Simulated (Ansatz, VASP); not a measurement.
Two plane-wave programs on CaZr3

INCAR

```
PREC = Accurate
ENCUT = 600
EDIFF = 1E-6
ISMEAR = 0
SIGMA = 0.1
LREAL = F
LASPH = T
NELM = 80
ALGO = Fast
ISIF = 3
LWAVE = F
LCHARG = F
GGA = PE
IBRION = 2
NSW = 100
EDIFFG = -0.01
```

The input KPOINTS:

```
Automatic mesh
0
Gamma
  10 10 10
```

The input POSCAR:

```
CaZr3
1.0
    4.6502065821      0.0000000000      0.0000000000
    0.0000000000      4.6502065821      0.0000000000
    0.0000000000      0.0000000000      4.6502065821
Ca Zr
1 3
Direct
    0.0000000000      0.0000000000      0.0000000000
    0.0000000000      0.5000000000      0.5000000000
    0.5000000000      0.0000000000      0.5000000000
    0.5000000000      0.5000000000      0.0000000000
```

Input for Ansatz:

```yaml
crystal:
  lattice:
    - [4.6502065821, 0.0, 0.0]
    - [0.0, 4.6502065821, 0.0]
    - [0.0, 0.0, 4.6502065821]
  atoms:
    - { symbol: Ca, position: [0.0, 0.0, 0.0] }
    - { symbol: Zr, position: [0.0, 0.5, 0.5] }
    - { symbol: Zr, position: [0.5, 0.0, 0.5] }
    - { symbol: Zr, position: [0.5, 0.5, 0.0] }
basis:
  ecutwfc: 420
kpoints:
  mp_grid: { grid: [10, 10, 10] }
hamiltonian:
  xc: pbe
scf:
  occupations: { method: gaussian, width: 0.1 }
output:
  forces: true
  stress: true
  eigenvalues: true
  write_density: true
  write_potential: true
  elf: true
  volumetric_format: npy
relax:
  adjacent_minimum: "off"
  f_tol: 0.01
  max_steps: 80
  cell: { stress_tol: 0.05 }
```

Alike in both runs: task relaxation of cell and atoms; functional PBE; k mesh 10 × 10 × 10; occupations gaussian, width 0.1 eV; no spin polarisation.

|  | VASP | Ansatz |
| --- | --- | --- |
| version | VASP 6.6.1 | Ansatz 0.2.0 |
| potentials or method | VASP PAW PBE potentials, release 64 (Ca_sv, Zr_sv), cutoff 600 eV | scalar-relativistic, plane waves, PAW |
| valence electrons in the cell | 46 | 46 |

Ansatz gave:

```
gap on the k mesh at the Fermi level, each at its own relaxed structure (eV) : none
relaxed volume (Å³/atom)                                                     : 25.18
relaxed cell length with the largest relative difference (Å)                 : 4.653
```

**Question.** What did VASP give for the same quantities?

**Answer.** gap on the k mesh at the Fermi level, each at its own relaxed structure (eV): none; relaxed volume (Å³/atom): 25.19; relaxed cell length with the largest relative difference (Å): 4.654.

A gap of «none» marks a metal or a gap that the smearing closes.
